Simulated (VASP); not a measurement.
# AlFe (Pm-3m) in VASP: single point with PBE

Aim: the single point of AlFe with PBE.

All numbers are computed with VASP 6.6.1; they aren't measurements. Logs are shortened: lines on timing, memory, paths and dates and some standing lists are left out, and cuts for length are marked.

## (1) The cell of the first run

The structure is cubic, space group Pm-3m (No. 221). The conventional cell has a = 2.910 Å, b = 2.910 Å, c = 2.910 Å, α = 90.00°, β = 90.00°, γ = 90.00°. Within 3.3 Å of Al (site symmetry m-3m) lie 8 Fe at 2.52 Å and 6 Al at 2.91 Å. Within 3.3 Å of Fe (site symmetry m-3m) lie 8 Al at 2.52 Å and 6 Fe at 2.91 Å.

## (2) Single point, PBE, collinear spin, ferromagnetic start

The input, INCAR:

```
ALGO     = Normal         # electronic algorithm
EDIFF    = 1E-7           # SCF threshold, eV
ENCUT    = 520            # plane-wave cutoff, eV
GGA      = PE             # functional
ISIF     = 2              # what is computed and relaxed
ISMEAR   = 0              # smearing method
ISPIN    = 2              # spin polarisation
LASPH    = True           # aspherical terms in the spheres
LCHARG   = True           # write CHGCAR
LELF     = True           # ELF
LMAXMIX  = 4              # l up to which the mixer works
LORBIT   = 11             # projections on sites
LREAL    = False          # projectors in reciprocal space
LVHAR    = True         
LWAVE    = False          # write WAVECAR
MAGMOM   = 0 4            # initial moments
NBANDS   = 16             # bands
NELM     = 150            # most SCF steps
PREC     = Accurate       # precision mode
SIGMA    = 0.05           # smearing width, eV
```

The input, KPOINTS:

```
k-points
0
Gamma
  14 14 14
```

The input, POSCAR:

```
AlFe
1.0
    2.9100000000      0.0000000000      0.0000000000
    0.0000000000      2.9100000000      0.0000000000
    0.0000000000      0.0000000000      2.9100000000
Al Fe
1 1
Direct
    0.0000000000      0.0000000000      0.0000000000
    0.5000000000      0.5000000000      0.5000000000
```

Potentials or basis: VASP PAW PBE potentials, release 64 (Al, Fe).

Run with:

```console
> cat potpaw_PBE.64/Al/POTCAR potpaw_PBE.64/Fe/POTCAR > POTCAR
> mpirun -np 1 vasp_std > vasp.out
```

OUTCAR:

```text
EDIFF = 1E-7
   ENCUT = 520
   GGA = PE
   ISIF = 2
   ISMEAR = 0
   ISPIN = 2
   LASPH = True
   LORBIT = 11
   LREAL = False
   NELM = 150
   PREC = Accurate

 ion  position               nearest neighbor table
   1  0.000  0.000  0.000-   2 2.52   2 2.52   2 2.52   2 2.52   2 2.52   2 2.52   2 2.52   2 2.52

   2  0.500  0.500  0.500-   1 2.52   1 2.52   1 2.52   1 2.52   1 2.52   1 2.52   1 2.52   1 2.52

  LATTYP: Found a simple cubic cell.
 ALAT       =     2.9100000000

  Lattice vectors:

 A1 = (   2.9100000000,   0.0000000000,   0.0000000000)
 A2 = (   0.0000000000,   2.9100000000,   0.0000000000)
 A3 = (   0.0000000000,   0.0000000000,   2.9100000000)

Analysis of symmetry for initial positions (statically):
=====================================================================
 Subroutine PRICEL returns:
 Original cell was already a primitive cell.

 Routine SETGRP: Setting up the symmetry group for a
 simple cubic supercell.

 Subroutine GETGRP returns: Found 48 space group operations
 (whereof 48 operations were pure point group operations)
 out of a pool of 48 trial point group operations.

The static configuration has the point symmetry O_h .

Analysis of symmetry for dynamics (positions and initial velocities):
=====================================================================
 Subroutine PRICEL returns:
 Original cell was already a primitive cell.

 Routine SETGRP: Setting up the symmetry group for a
 simple cubic supercell.

 Subroutine GETGRP returns: Found 48 space group operations
 (whereof 48 operations were pure point group operations)
 out of a pool of 48 trial point group operations.

The dynamic configuration has the point symmetry O_h .

Analysis of structural, dynamic, and magnetic symmetry:
=====================================================================
 Subroutine PRICEL returns:
 Original cell was already a primitive cell.

 Routine SETGRP: Setting up the symmetry group for a
 simple cubic supercell.

 Subroutine GETGRP returns: Found 48 space group operations
 (whereof 48 operations were pure point group operations)
 out of a pool of 48 trial point group operations.

The overall configuration has the point symmetry O_h .

 Subroutine INISYM returns: Found 48 space group operations
 (whereof 48 operations are pure point group operations),
 and found     1 'primitive' translations

[... 116 lines left out ...]
  Fermi-wavevector in a.u.,A,eV,Ry     =   1.251160  2.364349 21.298567  1.565401
  Thomas-Fermi vector in A             =   2.385120
   LORBIT       =     11    0 simple, 1 ext, 2 COOP (PROOUT), +10 PAW based schemes
   GGA     = PE    functional components
   LHFCALC =     F    Hartree Fock is set to
   AEXX    =    0.0000 exact exchange contribution
   IVDW    =     0    specifies the selected vdW correction
   LEPSILON=     F    determine dielectric tensor
   LRPA    =     F    only Hartree local field effects (RPA)
 spin polarized calculation
 Gauss-broadening in eV      SIGMA  =   0.05
  energy-cutoff  :      520.00
  volume of cell :       24.64
 maximum number of plane-waves:       691
 NGX is ok and might be reduce to    24
   NGX = 11   NGY = 11   NGZ = 11

 number of electron      10.9999994 magnetization       0.6772351

 Free energy of the ion-electron system (eV)
  ---------------------------------------------------
  ext. energy  EPLUGINS =         0.00000000
  ---------------------------------------------------
  free energy    TOTEN  =       -12.63108667 eV

  energy without entropy =      -12.62821713  energy(sigma->0) =      -12.62965190

 E-fermi :   7.6520     XC(G=0): -11.9715

 val. band max:        7.6484108037   @ k =   0.5000   0.2857   0.1429
 cond. band min:       7.6527590981   @ k =   0.4286   0.3571   0.3571
 fundamental gap:      0.0043482944
 Fermi energy:         7.6520076502

 spin component 1

 k-point     1 :       0.0000    0.0000    0.0000
  band No.  band energies     occupation
      1      -2.5593      1.00000
      2       5.2609      1.00000
      3       5.2609      1.00000
      4       7.2527      1.00000
      5       7.2527      1.00000
      6       7.2527      1.00000
[... 435 lines left out ...]
      5       6.5784      1.00000
      6       7.0088      1.00000
[... 8 lines left out ...]
     15      25.8359      0.00000
     16      28.5760      0.00000

 [... further k-points ...]

 spin component 2

 k-point     1 :       0.0000    0.0000    0.0000
  band No.  band energies     occupation
      1      -2.5609      1.00000
      2       5.6181      1.00000
      3       5.6181      1.00000
      4       8.0724      0.00000
      5       8.0724      0.00000
      6       8.0724      0.00000
[... 435 lines left out ...]
      5       7.3158      1.00000
      6       7.7995      0.00002
[... 8 lines left out ...]
     15      25.8676      0.00000
     16      28.5575      0.00000

 [... further k-points ...]

------------------------ aborting loop because EDIFF is reached ----------------------------------------

  FORCE on cell =-STRESS in cart. coord.  units (eV):
  Direction    XX          YY          ZZ          XY          YZ          ZX
  --------------------------------------------------------------------------------------
  -------------------------------------------------------------------------------------
  Total       -0.9452197     -0.9452197     -0.9452197     -0.0000000      0.0000000     -0.0000000
  in kB      -61.4560124    -61.4560124    -61.4560124     -0.0000000      0.0000000     -0.0000000
  external PRESSURE =     -61.4560124 kB  Pullay stress =       0.0000000 kB

 VOLUME and BASIS-vectors are now :
 -----------------------------------------------------------------------------
  energy-cutoff  :      520.00
  volume of cell :       24.64
      direct lattice vectors                 reciprocal lattice vectors
     2.910000000  0.000000000  0.000000000     0.343642612  0.000000000  0.000000000
     0.000000000  2.910000000  0.000000000     0.000000000  0.343642612  0.000000000
     0.000000000  0.000000000  2.910000000     0.000000000  0.000000000  0.343642612

 POSITION                                       TOTAL-FORCE (eV/Angst)
 -----------------------------------------------------------------------------------
      0.00000      0.00000      0.00000         0.000000      0.000000      0.000000
      1.45500      1.45500      1.45500         0.000000      0.000000      0.000000
 -----------------------------------------------------------------------------------
    total drift:                                0.000000     -0.000000     -0.000000

  FREE ENERGIE OF THE ION-ELECTRON SYSTEM (eV)
  ---------------------------------------------------
  free  energy   TOTEN  =       -12.6310866738 eV

  energy  without entropy=      -12.6282171263  energy(sigma->0) =      -12.62965190

 total charge

# of ion       s       p       d       tot
------------------------------------------
    1        0.395   0.420   0.000   0.815
    2        0.416   0.473   6.454   7.343
--------------------------------------------------
tot          0.812   0.893   6.454   8.159

 magnetization (x)

# of ion       s       p       d       tot
------------------------------------------
    1       -0.008  -0.016   0.000  -0.024
    2       -0.000   0.006   0.717   0.723
--------------------------------------------------
tot         -0.008  -0.010   0.717   0.698
```

OSZICAR:

```text
N       E                     dE             d eps       ncg     rms          rms(c)
DAV:   1     0.305685054705E+02    0.30569E+02   -0.43081E+03  7848   0.671E+02
DAV:   2    -0.123598141837E+02   -0.42928E+02   -0.38241E+02  9024   0.139E+02
DAV:   3    -0.137670868315E+02   -0.14073E+01   -0.13919E+01  9440   0.268E+01
DAV:   4    -0.137870045383E+02   -0.19918E-01   -0.19913E-01  9592   0.286E+00
DAV:   5    -0.137876757231E+02   -0.67118E-03   -0.67117E-03  9800   0.576E-01    0.143E+01
DAV:   6    -0.151385888919E+02   -0.13509E+01   -0.33285E+01  8864   0.672E+01    0.163E+01
DAV:   7    -0.125943036178E+02    0.25443E+01   -0.19739E+01  9184   0.431E+01    0.438E+00
DAV:   8    -0.126321367552E+02   -0.37833E-01   -0.23688E-01  9880   0.359E+00    0.213E+00
DAV:   9    -0.126329577773E+02   -0.82102E-03   -0.45459E-02 10456   0.148E+00    0.133E+00
DAV:  10    -0.126307840820E+02    0.21737E-02   -0.11074E-02 10280   0.750E-01    0.421E-01
DAV:  11    -0.126310795348E+02   -0.29545E-03   -0.15303E-03  9864   0.353E-01    0.113E-01
DAV:  12    -0.126310870249E+02   -0.74901E-05   -0.43230E-05  9584   0.539E-02    0.484E-02
DAV:  13    -0.126310857251E+02    0.12999E-05   -0.37941E-06 10240   0.176E-02    0.186E-02
DAV:  14    -0.126310865593E+02   -0.83423E-06   -0.26171E-06  9400   0.126E-02    0.703E-03
DAV:  15    -0.126310866802E+02   -0.12091E-06   -0.42020E-07  8856   0.472E-03    0.198E-03
DAV:  16    -0.126310866738E+02    0.64060E-08   -0.68107E-08  4960   0.179E-03
   1 F= -.12631087E+02 E0= -.12629652E+02  d E =-.286955E-02  mag=     0.6772
```

stdout:

```text
POSCAR found type information on POSCAR AlFe
 POSCAR found :  2 types and       2 ions
 scaLAPACK will be used
 LDA part: xc-table for (Slater+PW92), standard interpolation
 POSCAR, INCAR and KPOINTS ok, starting setup
 FFT: planning ... GRIDC
 FFT: planning ... GRID_SOFT
 FFT: planning ... GRID
 WAVECAR not read
 entering main loop
```

Run time: 2 min. Hardware: 1 thread of Intel Xeon 8259CL, shared host; peak memory 0.2 GiB.

Results:

```yaml
Free_energy: -12.6311 eV
Pressure: -6.1 GPa
Net_moment: 0.68 μB per cell
Site_moments: Al -0.02; Fe +0.72 μB
Valence_electrons_inside_the_program's_atomic_spheres: Al 0.81; Fe 7.34
```

Caveat: the cell stands under tension.
